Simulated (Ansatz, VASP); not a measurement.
## One calculation of AlN, two programs

Contents of INCAR:

```
PREC     = Accurate       # precision mode
ENCUT    = 520            # plane-wave cutoff, eV
EDIFF    = 1E-6           # SCF threshold, eV
ISMEAR   = 0              # smearing method
SIGMA    = 0.05           # smearing width, eV
LREAL    = False          # projectors in reciprocal space
LASPH    = True           # aspherical terms in the spheres
NELM     = 60             # most SCF steps
ALGO     = Normal         # electronic algorithm
ISIF     = 2              # what is computed and relaxed
LWAVE    = False          # write WAVECAR
LCHARG   = False          # write CHGCAR
GGA      = PS             # functional
NBANDS   = 11             # bands
```

Contents of KPOINTS:

```
Automatic mesh
0
Gamma
  10 10 10
```

POSCAR

```
AlN
1.0
    0.0000000000      2.1886566781      2.1886566781
    2.1886566781      0.0000000000      2.1886566781
    2.1886566781      2.1886566781      0.0000000000
Al N
1 1
Direct
   -0.0022533278      0.0202799506      0.0022533278
    0.7543405620      0.7109349420      0.7456594380
```

Input for Ansatz:

```yaml
crystal:
  lattice:
    - [0.0, 2.1886566781, 2.1886566781]
    - [2.1886566781, 0.0, 2.1886566781]
    - [2.1886566781, 2.1886566781, 0.0]
  atoms:
    - { symbol: Al, position: [-0.0022533278, 0.0202799506, 0.0022533278] }
    - { symbol: "N", position: [0.754340562, 0.710934942, 0.745659438] }
basis:
  ecutwfc: 520.0
kpoints:
  mp_grid: { grid: [10, 10, 10] }
hamiltonian:
  xc: pbesol
  pseudopotentials: { kind: paw, azcp: { folder: soft_1 } }
scf:
  occupations: { method: gaussian, width: 0.05 }
output:
  forces: true
  stress: true
  eigenvalues: true
```

Change from the starting cell: mode 4 frozen in at -0.095 Å and mode 5 at -0.076 Å (largest displacements).

Alike in both runs: task single point; functional PBEsol; k mesh 10 × 10 × 10; occupations gaussian, width 0.05 eV; no spin polarisation.

```csv
,VASP,Ansatz
version,VASP 6.6.1,Ansatz 0.2.0
potentials or method,"VASP PAW PBE potentials, release 64 (Al, N), cutoff 520 eV","scalar-relativistic, plane waves, PAW"
valence electrons in the cell,8,8
```

Ansatz gave:

- gap on the k mesh at the Fermi level (eV): 2.72
- least direct gap on the mesh (eV): 3.54
- pressure (GPa): 4.2
- traceless stress, the component that is largest in VASP (GPa): -10.74
- rms of the force components (eV/Å): 1.716

Task: Which values does VASP return?

Result: gap on the k mesh at the Fermi level (eV): 2.71; least direct gap on the mesh (eV): 3.56; pressure (GPa): 4.3; traceless stress, the component that is largest in VASP (GPa): -10.91; rms of the force components (eV/Å): 1.730.

VASP's potentials were made for PBE, not for PBEsol, and Ansatz warns of the same on its side. Atom by atom the forces differ by 0.015 eV/Å (rms over components).
